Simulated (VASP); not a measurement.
# SiC (Cmc2_1) in VASP: single point with PBE

Aim: the single point of SiC with PBE.

All numbers are computed with VASP 6.6.1; they aren't measurements. Logs are shortened: lines on timing, memory, paths and dates and some standing lists are left out, and cuts for length are marked.

**1. The cell of the first run**

The structure is orthorhombic, space group Cmc2_1 (No. 36). Conventional cell: a = 3.092 Å, b = 21.420 Å, c = 5.074 Å, α = 90.00°, β = 90.00°, γ = 90.00°. Si (site symmetry m) has 4 C at 1.89 to 1.91 Å within 2.5 Å. Within 2.5 Å of Si (site symmetry m) lie 5 C at 1.89 to 2.44 Å. Within 2.5 Å of Si (site symmetry m) lie 4 C at 1.89 to 1.91 Å. Within 2.5 Å of Si (site symmetry m) lie 4 C at 1.89 to 1.91 Å. C (site symmetry m) has 4 Si at 1.89 to 1.91 Å within 2.5 Å. Within 2.5 Å of C (site symmetry m) lie 5 Si at 1.89 to 2.44 Å. Within 2.5 Å of C (site symmetry m) lie 4 Si at 1.89 to 1.91 Å. C (site symmetry m) has 4 Si at 1.89 to 1.91 Å within 2.5 Å.

**2. Single point, PBE (the part above a cut slid along it)**

Contents of INCAR:

```
PREC     = Accurate       # precision mode
ENCUT    = 520            # plane-wave cutoff, eV
EDIFF    = 1E-7           # SCF threshold, eV
ISMEAR   = 0              # smearing method
SIGMA    = 0.05           # smearing width, eV
LREAL    = Auto         
LASPH    = True           # aspherical terms in the spheres
NELM     = 80             # most SCF steps
ALGO     = Normal         # electronic algorithm
ISIF     = 2              # what is computed and relaxed
LWAVE    = False          # write WAVECAR
LCHARG   = False          # write CHGCAR
GGA      = PE             # functional
NBANDS   = 46             # bands
ISYM     = 0
```

Contents of KPOINTS:

```
regular mesh
0
Gamma
  9 5 3
```

Contents of POSCAR:

```
SiC
1.0
    1.5458832036     -2.6775482513      0.0000000000
    0.0000000000      0.0000000000     -5.0740211774
   10.0482408238      4.0163223768      0.0000000000
Si C
8 8
Direct
    0.0833333333      0.9954364687      0.8333333333
   -0.0416666667      0.9954364687      0.0833333333
    0.3333333333      0.9954364687      0.3333333333
   -0.2916666667      0.9954364687      0.5833333333
   -0.4583333334      0.4954364687      0.9166666667
    0.4166666666      0.4954364687      0.1666666667
   -0.2083333334      0.4954364687      0.4166666667
    0.1666666666      0.4954364687      0.6666666667
    0.0833333333      0.6195635313      0.8333333333
   -0.0416666667      0.6195635313      0.0833333333
    0.3333333333      0.6195635313      0.3333333333
   -0.2916666667      0.6195635313      0.5833333333
   -0.4583333334      0.1195635313      0.9166666667
    0.4166666666      0.1195635313      0.1666666667
   -0.2083333334      0.1195635313      0.4166666667
    0.1666666666      0.1195635313      0.6666666667
```

Potentials or basis: VASP PAW PBE potentials, release 64 (Si, C).

Started as:

```
> cat potpaw_PBE.64/Si/POTCAR potpaw_PBE.64/C/POTCAR > POTCAR
> mpirun -np 1 vasp_std > vasp.out
```

OUTCAR:

```text
PREC = Accurate
   ENCUT = 520
   EDIFF = 1E-7
   ISMEAR = 0
   LREAL = Auto
   LASPH = True
   NELM = 80
   ISIF = 2
   GGA = PE
   ISYM = 0

 ion  position               nearest neighbor table
   1  0.083  0.995  0.833-  16 1.89  13 1.89  13 1.89   9 1.91   2 2.68   4 3.09   4 3.09   8 3.10
                             8 3.10   5 3.10   5 3.10   5 3.10   5 3.10
   2  0.958  0.995  0.083-  14 1.89  14 1.89  10 1.91  13 2.44  13 2.44   1 2.68   3 3.09   3 3.09
                             6 3.10   6 3.10   6 3.10   6 3.10
   3  0.333  0.995  0.333-  14 1.89  15 1.89  15 1.89  11 1.91   2 3.09   4 3.09   4 3.09   2 3.09
                             6 3.10   6 3.10   7 3.10   7 3.10   7 3.10   7 3.10
   4  0.708  0.995  0.583-  15 1.89  16 1.89  16 1.89  12 1.91   1 3.09   3 3.09   1 3.09   3 3.09
                             7 3.10   7 3.10   8 3.10   8 3.10   8 3.10   8 3.10
   5  0.542  0.495  0.917-   9 1.89   9 1.89  13 1.91  10 2.44  10 2.44   6 2.68   8 3.09   8 3.09
                             1 3.10   1 3.10   1 3.10   1 3.10
   6  0.417  0.495  0.167-  11 1.89  10 1.89  10 1.89  14 1.91   5 2.68   7 3.09   7 3.09   3 3.10
                             3 3.10   2 3.10   2 3.10   2 3.10   2 3.10
   7  0.792  0.495  0.417-  12 1.89  11 1.89  11 1.89  15 1.91   8 3.09   6 3.09   6 3.09   8 3.09
                             4 3.10   4 3.10   3 3.10   3 3.10   3 3.10   3 3.10
   8  0.167  0.495  0.667-   9 1.89  12 1.89  12 1.89  16 1.91   7 3.09   5 3.09   7 3.09   5 3.09
                             1 3.10   1 3.10   4 3.10   4 3.10   4 3.10   4 3.10
   9  0.083  0.620  0.833-   8 1.89   5 1.89   5 1.89   1 1.91
  10  0.958  0.620  0.083-   6 1.89   6 1.89   2 1.91   5 2.44   5 2.44
  11  0.333  0.620  0.333-   6 1.89   7 1.89   7 1.89   3 1.91
  12  0.708  0.620  0.583-   7 1.89   8 1.89   8 1.89   4 1.91
  13  0.542  0.120  0.917-   1 1.89   1 1.89   5 1.91   2 2.44   2 2.44
  14  0.417  0.120  0.167-   3 1.89   2 1.89   2 1.89   6 1.91
  15  0.792  0.120  0.417-   4 1.89   3 1.89   3 1.89   7 1.91
  16  0.167  0.120  0.667-   1 1.89   4 1.89   4 1.89   8 1.91

IMPORTANT INFORMATION: All symmetrisations will be switched off!
NOSYMM: (Re-)initialisation of all symmetry stuff for point group C_1.

----------------------------------------------------------------------------------------

                                     Primitive cell

  volume of cell :     168.0182

  direct lattice vectors                    reciprocal lattice vectors
     1.545883204 -2.677548251  0.000000000     0.121289888 -0.303449247  0.000000000
     0.000000000  0.000000000 -5.074021177     0.000000000  0.000000000 -0.197082347
    10.048240824  4.016322377  0.000000000     0.080859925  0.046684499  0.000000000

  length of vectors
     3.091766407  5.074021177 10.821182426     0.326791497  0.197082347  0.093368999

  position of ions in fractional coordinates (direct lattice)
     0.083333333  0.995436469  0.833333333
     0.958333333  0.995436469  0.083333333
     0.333333333  0.995436469  0.333333333
     0.708333333  0.995436469  0.583333333
     0.541666667  0.495436469  0.916666667
     0.416666667  0.495436469  0.166666667
[... 8 lines left out ...]
     0.791666667  0.119563531  0.416666667
     0.166666667  0.119563531  0.666666667
[... 132 lines left out ...]
     AMIX     =   0.40;   BMIX     =  1.00
     AMIX_MAG =   1.60;   BMIX_MAG =  1.00
  volume/ion in A,a.u.               =      10.50        70.87
  Fermi-wavevector in a.u.,A,eV,Ry     =   1.186723  2.242582 19.161245  1.408312
  Thomas-Fermi vector in A             =   2.322890
   LORBIT       =      0    0 simple, 1 ext, 2 COOP (PROOUT), +10 PAW based schemes
   GGA     = PE    functional components
   LHFCALC =     F    Hartree Fock is set to
   AEXX    =    0.0000 exact exchange contribution
   IVDW    =     0    specifies the selected vdW correction
   LEPSILON=     F    determine dielectric tensor
   LRPA    =     F    only Hartree local field effects (RPA)
 non-spin polarized calculation
 Gauss-broadening in eV      SIGMA  =   0.05
  energy-cutoff  :      520.00
  volume of cell :      168.02
 maximum number of plane-waves:      4542
   NGX = 11   NGY = 19   NGZ = 41

 number of electron      63.9999996 magnetization

 Free energy of the ion-electron system (eV)
  ---------------------------------------------------
  ext. energy  EPLUGINS =         0.00000000
  ---------------------------------------------------
  free energy    TOTEN  =      -116.45918307 eV

  energy without entropy =     -116.45918307  energy(sigma->0) =     -116.45918307

 E-fermi :   8.9042     XC(G=0): -11.3322

 val. band max:        8.6904975299   @ k =   0.1111   0.0000   0.0000
 cond. band min:       9.4887629501   @ k =   0.4444   0.4000   0.3333
 fundamental gap:      0.7982654201
 Fermi energy:         8.9041882357

 k-point     1 :       0.0000    0.0000    0.0000
  band No.  band energies     occupation
      1      -7.3333      2.00000
      2      -6.2874      2.00000
      3      -6.2540      2.00000
      4      -4.0750      2.00000
      5      -3.8078      2.00000
      6      -2.9555      2.00000
[... 1117 lines left out ...]
     43      14.8475      0.00000
     44      14.9588      0.00000

 [... further k-points ...]

 [bands above 44 left out]

------------------------ aborting loop because EDIFF is reached ----------------------------------------

  FORCE on cell =-STRESS in cart. coord.  units (eV):
  Direction    XX          YY          ZZ          XY          YZ          ZX
  --------------------------------------------------------------------------------------
  -------------------------------------------------------------------------------------
  Total        3.7943944     -4.7663915     -4.4446963      7.4200301      0.0000003      0.0000004
  in kB       36.1823532    -45.4510637    -42.3834616     70.7554668      0.0000028      0.0000034
  external PRESSURE =     -17.2173907 kB  Pullay stress =       0.0000000 kB

 VOLUME and BASIS-vectors are now :
 -----------------------------------------------------------------------------
  energy-cutoff  :      520.00
  volume of cell :      168.02
      direct lattice vectors                 reciprocal lattice vectors
     1.545883204 -2.677548251  0.000000000     0.121289888 -0.303449247  0.000000000
     0.000000000  0.000000000 -5.074021177     0.000000000  0.000000000 -0.197082347
    10.048240824  4.016322377  0.000000000     0.080859925  0.046684499  0.000000000

 POSITION                                       TOTAL-FORCE (eV/Angst)
 -----------------------------------------------------------------------------------
      8.50236      3.12381     -5.05087        -0.371552     -0.213360      0.076574
      2.31882     -2.23129     -5.05087        -0.092207     -0.052375      0.369478
      3.86471      0.44626     -5.05087         0.218060      0.127022     -0.024585
      6.95647      0.44626     -5.05087        -0.010111     -0.004723      0.020104
     10.04824      2.23129     -2.51386         0.092207      0.052375      0.369477
      2.31882     -0.44626     -2.51386         0.371551      0.213359      0.076574
[... 8 lines left out ...]
      5.41059     -0.44626     -0.60667         0.031182      0.021254      0.003755
      6.95647      2.23129     -0.60667        -0.065885     -0.034753     -0.028448
 -----------------------------------------------------------------------------------
    total drift:                                0.000001      0.000000     -0.006680

  FREE ENERGIE OF THE ION-ELECTRON SYSTEM (eV)
  ---------------------------------------------------
  free  energy   TOTEN  =      -116.4591830650 eV

  energy  without entropy=     -116.4591830650  energy(sigma->0) =     -116.45918307
```

OSZICAR:

```text
N       E                     dE             d eps       ncg     rms          rms(c)
DAV:   1     0.176761761312E+03    0.17676E+03   -0.29035E+04  6256   0.125E+03
DAV:   2    -0.112626316328E+03   -0.28939E+03   -0.27205E+03  7886   0.218E+02
DAV:   3    -0.130424020267E+03   -0.17798E+02   -0.17622E+02  7952   0.515E+01
DAV:   4    -0.130751445842E+03   -0.32743E+00   -0.32646E+00  7888   0.779E+00
DAV:   5    -0.130759406149E+03   -0.79603E-02   -0.79528E-02  7718   0.115E+00    0.241E+01
DAV:   6    -0.116769068998E+03    0.13990E+02   -0.43714E+01  7432   0.217E+01    0.105E+01
DAV:   7    -0.116522661339E+03    0.24641E+00   -0.37548E+00  8008   0.690E+00    0.468E+00
DAV:   8    -0.116463966903E+03    0.58694E-01   -0.25981E-01  7650   0.192E+00    0.158E+00
DAV:   9    -0.116458208635E+03    0.57583E-02   -0.35976E-02  7704   0.810E-01    0.279E-01
DAV:  10    -0.116458866230E+03   -0.65760E-03   -0.32312E-03  7920   0.245E-01    0.154E-01
DAV:  11    -0.116459163138E+03   -0.29691E-03   -0.51859E-04  7168   0.109E-01    0.446E-02
DAV:  12    -0.116459175292E+03   -0.12154E-04   -0.77109E-05  8200   0.395E-02    0.253E-02
DAV:  13    -0.116459182207E+03   -0.69148E-05   -0.23557E-05  7752   0.231E-02    0.828E-03
DAV:  14    -0.116459182811E+03   -0.60405E-06   -0.21793E-06  7304   0.684E-03    0.239E-03
DAV:  15    -0.116459182980E+03   -0.16889E-06   -0.67660E-07  8200   0.356E-03    0.144E-03
DAV:  16    -0.116459183065E+03   -0.85322E-07   -0.65385E-08  4360   0.124E-03
   1 F= -.11645918E+03 E0= -.11645918E+03  d E =-.488080E-11
```

stdout:

```text
POSCAR found type information on POSCAR SiC
 POSCAR found :  2 types and      16 ions
 scaLAPACK will be used
 LDA part: xc-table for (Slater+PW92), standard interpolation
 -----------------------------------------------------------------------------
|                                                                             |
|           W    W    AA    RRRRR   N    N  II  N    N   GGGG   !!!           |
|           W    W   A  A   R    R  NN   N  II  NN   N  G    G  !!!           |
|           W    W  A    A  R    R  N N  N  II  N N  N  G       !!!           |
|           W WW W  AAAAAA  RRRRR   N  N N  II  N  N N  G  GGG   !            |
|           WW  WW  A    A  R   R   N   NN  II  N   NN  G    G                |
|           W    W  A    A  R    R  N    N  II  N    N   GGGG   !!!           |
|                                                                             |
|     Your reciprocal lattice and k-lattice belong to different lattice       |
|     classes:                                                                |
|                                                                             |
|        The reciprocal lattice is base centered orthorhombic,                |
|        whereas your k-lattice is simple monoclinic.                         |
|                                                                             |
|     Results are often still useful ...                                      |
|                                                                             |
 -----------------------------------------------------------------------------

 POSCAR, INCAR and KPOINTS ok, starting setup
 FFT: planning ... GRIDC
 FFT: planning ... GRID_SOFT
 FFT: planning ... GRID
 WAVECAR not read
 entering main loop
```

Wall time 12 min (1 thread of Oxide Virtual Turin-like, shared host); peak memory 0.43 GiB.

What came out:

| Property | Result |
| --- | --- |
| Free energy | -116.4592 eV |
| Pressure | -1.7 GPa |
| Largest force | 0.996 eV/Å |
| Band gap on the k mesh | 0.80 eV (least direct gap 1.58 eV) |

Forces on the atoms (eV/Å):
```
Si  -0.372 -0.213  0.077
Si  -0.092 -0.052  0.369
Si   0.218  0.127 -0.025
Si  -0.010 -0.005  0.020
Si   0.092  0.052  0.369
Si   0.372  0.213  0.077
Si   0.010  0.005  0.020
Si  -0.218 -0.127 -0.025
C   -0.845 -0.491 -0.190
C    0.099  0.054 -0.227
C    0.066  0.035 -0.028
C   -0.031 -0.021  0.004
C   -0.099 -0.054 -0.227
C    0.845  0.491 -0.190
C    0.031  0.021  0.004
C   -0.066 -0.035 -0.028
```

Stress tensor (GPa, compression positive):
```
 3.62  7.08  0.00
 7.08 -4.55  0.00
 0.00  0.00 -4.24
```

Caveat: the cell differs from its parent crystal (the part above a cut slid along it); the stress differs along the axes, from -5 to 4 GPa; semilocal functionals underestimate gaps, and a narrow one can read as zero. A k mesh can miss the band edges.
